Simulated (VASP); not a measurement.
# PbF2 (Fm-3m) in VASP: a series of runs

PbF2 is run at these levels: r2SCAN; tasks: relaxation of the atoms.

Everything below comes from runs of VASP 6.6.1. Logs are shortened: lines on timing, memory, paths and dates and some standing lists are left out, and cuts for length are marked.

### 1 The cell of the first run

The structure is cubic, space group Fm-3m (No. 225). The conventional cell has a = 5.801 Å, b = 5.801 Å, c = 5.801 Å, α = 90.00°, β = 90.00°, γ = 90.00°. Within 3.3 Å of Pb (site symmetry m-3m) lie 8 F at 2.51 Å. Within 3.3 Å of F (site symmetry -43m) lie 4 Pb at 2.51 Å and 6 F at 2.90 Å.

### 2 Relaxation of the atoms, r2SCAN

POSCAR

```
PbF2
1.0
    0.0000000000      2.9004351200      2.9004351200
    2.9004351200      0.0000000000      2.9004351200
    2.9004351200      2.9004351200      0.0000000000
Pb F
1 2
Direct
    0.0000000000      0.0000000000      0.0000000000
    0.2500000000      0.2500000000      0.2500000000
    0.7500000000      0.7500000000      0.7500000000
```

INCAR.step1

```
PREC     = Accurate       # precision mode
ENCUT    = 520            # plane-wave cutoff, eV
ISMEAR   = -1             # smearing method
SIGMA    = 0.02           # smearing width, eV
LREAL    = F              # projectors in reciprocal space
LASPH    = T              # aspherical terms in the spheres
NELM     = 60             # most SCF steps
GGA      = PE             # functional
ALGO     = Normal         # electronic algorithm
EDIFF    = 1E-4           # SCF threshold, eV
LWAVE    = T              # write WAVECAR
LCHARG   = F              # write CHGCAR
```

INCAR.step2

```
PREC     = Accurate       # precision mode
ENCUT    = 520            # plane-wave cutoff, eV
EDIFF    = 1E-7           # SCF threshold, eV
ISMEAR   = -1             # smearing method
SIGMA    = 0.02           # smearing width, eV
LREAL    = F              # projectors in reciprocal space
LASPH    = T              # aspherical terms in the spheres
NELM     = 60             # most SCF steps
ALGO     = Normal         # electronic algorithm
ISIF     = 2              # what is computed and relaxed
LWAVE    = F              # write WAVECAR
LCHARG   = F              # write CHGCAR
METAGGA  = R2SCAN         # meta-GGA
LMIXTAU  = T            
IBRION   = 2              # ionic algorithm
NSW      = 50             # ionic steps
EDIFFG   = -0.01          # ionic threshold
ISTART   = 1
```

KPOINTS

```
regular mesh
0
Gamma
  8 8 8
```

Potentials or basis: VASP PAW PBE potentials, release 64 (Pb_d, F).

Command:

```sh
$ cat potpaw_PBE.64/Pb_d/POTCAR potpaw_PBE.64/F/POTCAR > POTCAR
$ cp INCAR.step1 INCAR
$ mpirun -np 1 vasp_std > vasp.out
$ cp INCAR.step2 INCAR
$ mpirun -np 1 vasp_std > vasp.out
```

OUTCAR:

```text
PREC = Accurate
   ENCUT = 520
   EDIFF = 1E-7
   ISMEAR = -1
   LREAL = F
   LASPH = T
   NELM = 60
   ISIF = 2
   METAGGA = R2SCAN
   IBRION = 2
   NSW = 50
   EDIFFG = -0.01
   ISTART = 1

 ion  position               nearest neighbor table
   1  0.000  0.000  0.000-   3 2.51   3 2.51   3 2.51   2 2.51   2 2.51   2 2.51   3 2.51   2 2.51

   2  0.250  0.250  0.250-   1 2.51   1 2.51   1 2.51   1 2.51
   3  0.750  0.750  0.750-   1 2.51   1 2.51   1 2.51   1 2.51

  LATTYP: Found a face centered cubic cell.
 ALAT       =     5.8008702400

  Lattice vectors:

 A1 = (   0.0000000000,   2.9004351200,   2.9004351200)
 A2 = (   2.9004351200,   0.0000000000,   2.9004351200)
 A3 = (   2.9004351200,   2.9004351200,   0.0000000000)

Analysis of symmetry for initial positions (statically):
=====================================================================
 Subroutine PRICEL returns:
 Original cell was already a primitive cell.

 Routine SETGRP: Setting up the symmetry group for a
 face centered cubic supercell.

 Subroutine GETGRP returns: Found 48 space group operations
 (whereof 48 operations were pure point group operations)
 out of a pool of 48 trial point group operations.

The static configuration has the point symmetry O_h .

Analysis of symmetry for dynamics (positions and initial velocities):
=====================================================================
 Subroutine PRICEL returns:
 Original cell was already a primitive cell.

 Routine SETGRP: Setting up the symmetry group for a
 face centered cubic supercell.

 Subroutine GETGRP returns: Found 48 space group operations
 (whereof 48 operations were pure point group operations)
 out of a pool of 48 trial point group operations.

The dynamic configuration has the point symmetry O_h .

 Subroutine INISYM returns: Found 48 space group operations
 (whereof 48 operations are pure point group operations),
 and found     1 'primitive' translations

----------------------------------------------------------------------------------------

                                     Primitive cell

  volume of cell :      48.8000

  direct lattice vectors                    reciprocal lattice vectors
     0.000000000  2.900435120  2.900435120    -0.172387928  0.172387928  0.172387928
     2.900435120  0.000000000  2.900435120     0.172387928 -0.172387928  0.172387928
     2.900435120  2.900435120  0.000000000     0.172387928  0.172387928 -0.172387928

  length of vectors
     4.101834683  4.101834683  4.101834683     0.298584650  0.298584650  0.298584650

  position of ions in fractional coordinates (direct lattice)
     0.000000000  0.000000000  0.000000000
     0.250000000  0.250000000  0.250000000
     0.750000000  0.750000000  0.750000000

  ion indices of the primitive-cell ions
   primitive index   ion index
                 1           1
                 2           2
                 3           3

----------------------------------------------------------------------------------------

 KPOINTS: regular mesh

Automatic generation of k-mesh.
 Grid dimensions read from file:
 generate k-points for:    8    8    8

 Generating k-lattice:

  Cartesian coordinates                     Fractional coordinates (reciprocal lattice)
    -0.021548491  0.021548491  0.021548491     0.125000000  0.000000000  0.000000000
     0.021548491 -0.021548491  0.021548491     0.000000000  0.125000000  0.000000000
     0.021548491  0.021548491 -0.021548491     0.000000000  0.000000000  0.125000000

  Length of vectors
     0.037323081  0.037323081  0.037323081

  Shift w.r.t. Gamma in fractional coordinates (k-lattice)
     0.000000000  0.000000000  0.000000000

 Subroutine IBZKPT returns following result:
 ===========================================

 Found     29 irreducible k-points:

 Following reciprocal coordinates:
            Coordinates               Weight
  0.000000  0.000000  0.000000      1.000000
  0.125000  0.000000  0.000000      8.000000
  0.250000  0.000000  0.000000      8.000000
  0.375000  0.000000  0.000000      8.000000
  0.500000  0.000000  0.000000      4.000000
  0.125000  0.125000  0.000000      6.000000
[... 16 lines left out ...]
  0.500000  0.250000  0.125000     48.000000
 -0.375000  0.250000  0.125000     24.000000
 [... further k-points ...]
   k-points           NKPTS =     29   k-points in BZ     NKDIM =     29   number of bands    NBANDS=     18
   number of dos      NEDOS =    301   number of ions     NIONS =      3
   total plane-waves  NPLWV =  32768
   dimension x,y,z NGX =    32 NGY =   32 NGZ =   32
   dimension x,y,z NGXF=    64 NGYF=   64 NGZF=   64
   ions per type =               1   2
   NGX,Y,Z   is equivalent  to a cutoff of  12.97, 12.97, 12.97 a.u.
   NGXF,Y,Z  is equivalent  to a cutoff of  25.94, 25.94, 25.94 a.u.
 SYSTEM =  unknown system
   PREC   = accura    normal or accurate (medium, high low for compatibility)
   ISTART =      1    job   : 0-new  1-cont  2-samecut
   ICHARG =      0    charge: 1-file 2-atom 10-const
   ISPIN  =      1    spin polarized calculation?
   LNONCOLLINEAR =      F non collinear calculations
   LSORBIT =      F    spin-orbit coupling
   LASPH  =      T    aspherical Exc in radial PAW
   ENCUT  =  520.0 eV  38.22 Ry    6.18 a.u.   7.63  7.63  7.63*2*pi/ulx,y,z
   NELM   =     60;   NELMIN=  2; NELMDL=  0     # of ELM steps
   EDIFF  = 0.1E-06   stopping-criterion for ELM
   LREAL  =      F    real-space projection
   EDIFFG = -.1E-01   stopping-criterion for IOM
   NSW    =     50    number of steps for IOM
   IBRION =      2    ionic relax: 0-MD 1-quasi-New 2-CG
   NFREE  =      1    steps in history (QN), initial steepest desc. (CG)
   ISIF   =      2    stress and relaxation
   ISYM   =      2    0-nonsym 1-usesym 2-fastsym
   POTIM  = 0.5000    time-step for ionic-motion
   TEBEG  =    0.0;   TEEND  =   0.0 temperature during run
   PSTRESS=    0.0 pullay stress
   NELECT =      28.0000    total number of electrons
   NUPDOWN=      -1.0000    fix difference up-down
   EMIN   =  10.00;   EMAX   =-10.00  energy-range for DOS
   EFERMI =   0.00;   METHOD = LEGACY
   ISMEAR =    -1;   SIGMA  =   0.02  broadening in eV -4-tet -1-fermi 0-gaus
   EFERMI_NEDOS =   21; number of points for ismear=-14 and -15
   IALGO  =     38    algorithm
   IMIX   =      4    mixing-type and parameters
     AMIX     =   0.40;   BMIX     =  1.00
     AMIX_MAG =   1.60;   BMIX_MAG =  1.00
  volume/ion in A,a.u.               =      16.27       109.77
  Fermi-wavevector in a.u.,A,eV,Ry     =   1.360362  2.570711 25.178718  1.850584
  Thomas-Fermi vector in A             =   2.487030
   LORBIT       =      0    0 simple, 1 ext, 2 COOP (PROOUT), +10 PAW based schemes
   METAGGA = R2SCAN    functional components
   LHFCALC =     F    Hartree Fock is set to
   AEXX    =    0.0000 exact exchange contribution
   IVDW    =     0    specifies the selected vdW correction
   LEPSILON=     F    determine dielectric tensor
   LRPA    =     F    only Hartree local field effects (RPA)
 conjugate gradient relaxation of ions
 non-spin polarized calculation
  energy-cutoff  :      520.00
  volume of cell :       48.80
 maximum number of plane-waves:      1363
 NGX is ok and might be reduce to    32
   NGX = 15   NGY = 15   NGZ = 15

 number of electron      27.9999985 magnetization

 Free energy of the ion-electron system (eV)
  ---------------------------------------------------
  ext. energy  EPLUGINS =         0.00000000
  ---------------------------------------------------
  free energy    TOTEN  =       -70.10651725 eV

  energy without entropy =      -70.10651725  energy(sigma->0) =      -70.10651725

 E-fermi :   2.8189     XC(G=0): -10.3630

 val. band max:        2.3742777716   @ k =  -0.2500   0.5000   0.2500
 cond. band min:       7.2723849254   @ k =   0.5000   0.5000   0.0000
 fundamental gap:      4.8981071538
 Fermi energy:         2.8188956822

 k-point     1 :       0.0000    0.0000    0.0000
  band No.  band energies     occupation
      1     -20.6076      2.00000
      2     -19.9012      2.00000
      3     -12.6210      2.00000
      4     -12.6210      2.00000
      5     -12.6210      2.00000
      6     -12.5381      2.00000
[... 10 lines left out ...]
     17       9.7034      0.00000
     18      13.1724      0.00000

 k-point     2 :       0.1250    0.0000    0.0000
  band No.  band energies     occupation
      1     -20.5730      2.00000
      2     -19.9315      2.00000
      3     -12.6125      2.00000
      4     -12.6125      2.00000
      5     -12.5804      2.00000
      6     -12.5382      2.00000
[... 10 lines left out ...]
     17       9.8559      0.00000
     18      14.2325      0.00000

 k-point     3 :       0.2500    0.0000    0.0000
  band No.  band energies     occupation
      1     -20.4839      2.00000
      2     -20.0119      2.00000
      3     -12.5989      2.00000
      4     -12.5989      2.00000
      5     -12.5318      2.00000
      6     -12.5318      2.00000
[... 10 lines left out ...]
     17      10.2343      0.00000
     18      15.7012      0.00000

 k-point     4 :       0.3750    0.0000    0.0000
  band No.  band energies     occupation
      1     -20.3678      2.00000
      2     -20.1155      2.00000
      3     -12.5958      2.00000
      4     -12.5958      2.00000
      5     -12.5144      2.00000
      6     -12.5144      2.00000
[... 375 lines left out ...]
      4     -12.5685      2.00000
      5     -12.5478      2.00000
      6     -12.5108      2.00000
[... 10 lines left out ...]
     17      10.4954      0.00000
     18      14.3364      0.00000

 k-point    23 :       0.5000    0.2500    0.1250
  band No.  band energies     occupation
      1     -20.3281      2.00000
      2     -20.1445      2.00000
      3     -12.5694      2.00000
      4     -12.5603      2.00000
      5     -12.5267      2.00000
      6     -12.4859      2.00000
[... 10 lines left out ...]
     17      10.7515      0.00000
     18      13.7821      0.00000

 k-point    24 :      -0.3750    0.2500    0.1250
  band No.  band energies     occupation
      1     -20.2536      2.00000
      2     -20.2134      2.00000
      3     -12.5695      2.00000
      4     -12.5617      2.00000
      5     -12.5108      2.00000
      6     -12.4762      2.00000
[... 10 lines left out ...]
     17      10.8423      0.00000
     18      13.5746      0.00000

 [... further k-points ...]
[... 5 lines left out ...]
  --------------------------------------------------------------------------------------
  -------------------------------------------------------------------------------------
  Total        1.6677775      1.6677775      1.6677775     -0.0000000     -0.0000000      0.0000000
  in kB       54.7556854     54.7556854     54.7556854     -0.0000000     -0.0000000      0.0000000
  external PRESSURE =      54.7556854 kB  Pullay stress =       0.0000000 kB

 VOLUME and BASIS-vectors are now :
 -----------------------------------------------------------------------------
  energy-cutoff  :      520.00
  volume of cell :       48.80
      direct lattice vectors                 reciprocal lattice vectors
     0.000000000  2.900435120  2.900435120    -0.172387928  0.172387928  0.172387928
     2.900435120  0.000000000  2.900435120     0.172387928 -0.172387928  0.172387928
     2.900435120  2.900435120  0.000000000     0.172387928  0.172387928 -0.172387928

 POSITION                                       TOTAL-FORCE (eV/Angst)
 -----------------------------------------------------------------------------------
      0.00000      0.00000      0.00000         0.000000     -0.000000      0.000000
      1.45022      1.45022      1.45022         0.000000      0.000000     -0.000000
      4.35065      4.35065      4.35065        -0.000000      0.000000      0.000000
 -----------------------------------------------------------------------------------
    total drift:                                0.000000     -0.000000      0.000000

  FREE ENERGIE OF THE ION-ELECTRON SYSTEM (eV)
  ---------------------------------------------------
  free  energy   TOTEN  =       -70.1065172532 eV

  energy  without entropy=      -70.1065172532  energy(sigma->0) =      -70.10651725

 reached required accuracy - stopping structural energy minimisation
```

Wall time 70 s (1 thread of Intel Xeon Platinum 8488C (Sapphire Rapids), shared host); peak memory 0.19 GiB.

Results:

```
Free energy             : -70.1065 eV
Pressure after relaxing : 5.5 GPa
Band gap on the k mesh  : 4.90 eV (least direct gap 5.05 eV)
```

Final structure:
```
Pb F
1.0
     0.00000    2.90044    2.90044
     2.90044    0.00000    2.90044
     2.90044    2.90044    0.00000
Pb F
1 2
Direct
  0.00000 0.00000 0.00000
  0.25000 0.25000 0.25000
  0.75000 0.75000 0.75000
```

Caveat: the relaxation stopped at its first step, so nothing moved; the PAW data sets were made with another functional, which shifts forces and pressure a little; spin-orbit coupling is left out, which moves the levels of the heavy elements.

### 3 Relaxation of the atoms, r2SCAN

This run uses another cell than the first one, of 16.61 Å³/atom.

POSCAR

```
PbF2
1.0
    0.0000000000      2.9208614000      2.9208614000
    2.9208614000      0.0000000000      2.9208614000
    2.9208614000      2.9208614000      0.0000000000
Pb F
1 2
Direct
    0.0000000000      0.0000000000      0.0000000000
    0.2500000000      0.2500000000      0.2500000000
    0.7500000000      0.7500000000      0.7500000000
```

INCAR.step1

```
ALGO = Normal
EDIFF = 1E-4
ENCUT = 520
GGA = PE
ISMEAR = -1
LASPH = T
LCHARG = F
LREAL = F
LWAVE = T
NELM = 100
PREC = Accurate
SIGMA = 0.02
```

INCAR.step2

```
ALGO = Normal
EDIFF = 1E-6
EDIFFG = -0.01
ENCUT = 520
IBRION = 2
ISIF = 2
ISMEAR = -1
ISTART = 1
LASPH = T
LCHARG = F
LMIXTAU = T
LREAL = F
LWAVE = F
METAGGA = R2SCAN
NELM = 100
NSW = 50
PREC = Accurate
SIGMA = 0.02
```

KPOINTS

```
k-points
0
Gamma
  8 8 8
```

Potentials or basis: VASP PAW PBE potentials, release 64 (Pb_d, F).

Command:

```sh
$ cat potpaw_PBE.64/Pb_d/POTCAR potpaw_PBE.64/F/POTCAR > POTCAR
$ cp INCAR.step1 INCAR
$ mpirun -np 1 vasp_std > vasp.out
$ cp INCAR.step2 INCAR
$ mpirun -np 1 vasp_std > vasp.out
```

It took 79 s on 1 thread of Intel Xeon Platinum 8488C (Sapphire Rapids), shared host; peak memory 0.19 GiB.

Results (log left out):

- Free energy: -70.1373 eV
- Pressure after relaxing: 3.4 GPa
- Band gap on the k mesh: 4.91 eV (least direct gap 5.06 eV)

Final structure:
```xyz
3
Lattice="0.0000 2.9209 2.9209 2.9209 0.0000 2.9209 2.9209 2.9209 0.0000" Properties=species:S:1:pos:R:3 pbc="T T T"
Pb    0.0000    0.0000    0.0000
F     1.4604    1.4604    1.4604
F     4.3813    4.3813    4.3813
```

Levels at points of the mesh, in eV from the valence-band top:
```csv
k point,band 12,band 13,band 14,band 15,band 16,band 17
"(0.00, 0.00, 0.00)",-2.45,-2.45,-2.45,7.32,7.32,7.32
"(0.50, 0.00, 0.00)",-2.62,-2.62,-0.09,5.34,8.37,8.37
"(0.50, 0.50, 0.00)",-2.00,-2.00,-0.15,4.91,8.60,8.60
```

Caveat: the relaxation stopped at its first step, so nothing moved; the PAW data sets were made with another functional, which shifts forces and pressure a little; spin-orbit coupling is left out, which moves the levels of the heavy elements.

[end of part 1 of 2]
